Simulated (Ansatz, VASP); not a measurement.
**GeAu in VASP and in Ansatz**

INCAR

```
SYSTEM = GeAu
  ALGO = Normal
  EDIFF = 1E-7
  ENCUT = 520
  GGA = PS
  ISIF = 2
  ISMEAR = 0
  LASPH = .True.
  LCHARG = .False.
  LREAL = .False.
  LWAVE = .False.
  NBANDS = 20
  NELM = 60
  PREC = Accurate
  SIGMA = 0.05
```

KPOINTS

```
k-points
0
Gamma
  10 10 10
  0 0 0
```

The input POSCAR:

```
GeAu
1.0
    3.2954132127      0.0000000000      0.0000000000
    0.0000000000      3.2954132127      0.0000000000
    0.0000000000      0.0000000000      3.2954132127
Au Ge
1 1
Direct
    0.0000000000      0.0000000000      0.0000000000
    0.5000000000      0.5000000000      0.5000000000
```

Input for Ansatz:

```yaml
crystal:
  lattice:
    - [3.2954132127, 0.0, 0.0]
    - [0.0, 3.2954132127, 0.0]
    - [0.0, 0.0, 3.2954132127]
  atoms:
    - { symbol: Au, position: [0.0, 0.0, 0.0] }
    - { symbol: Ge, position: [0.5, 0.5, 0.5] }
basis:
  ecutwfc: 420
  ecutrho_ratio: 4
kpoints:
  mp_grid: { grid: [10, 10, 10] }
  band_path:
    path:
      - [[0.0, 0.0, 0.0], [0.0, 0.5, 0.0], [0.5, 0.5, 0.0], [0.0, 0.0, 0.0], [0.5, 0.5, 0.5], [0.0, 0.5, 0.0]]
      - [[0.5, 0.5, 0.5], [0.5, 0.5, 0.0]]
    npoints: 14
hamiltonian:
  xc: pbesol
scf:
  occupations: { method: gaussian, width: 0.05 }
output:
  forces: true
  stress: true
  eigenvalues: true
  populations: true
  dos: { projected: true, de: 0.02, nscf_kmesh: { grid: [15, 15, 15] } }
  bader: false
```

Alike in both runs: task single point; functional PBEsol; k mesh 10 × 10 × 10; occupations gaussian, width 0.05 eV; no spin polarisation.

```csv
,VASP,Ansatz
version,VASP 6.6.1,Ansatz 0.2.0
potentials or method,"VASP PAW PBE potentials, release 64 (Au, Ge_d), cutoff 520 eV","scalar-relativistic, plane waves, PAW"
valence electrons in the cell,25,33
```

Ansatz gave:

```
pressure (GPa) : 0.0
```

Estimate VASP's values.

pressure (GPa): -0.1.

VASP's potentials were made for PBE, not for PBEsol. VASP's potentials hold 25 valence electrons a cell and Ansatz's 33, so a difference there can come from the potentials and not from the codes.

Neither program's run includes spin-orbit coupling.
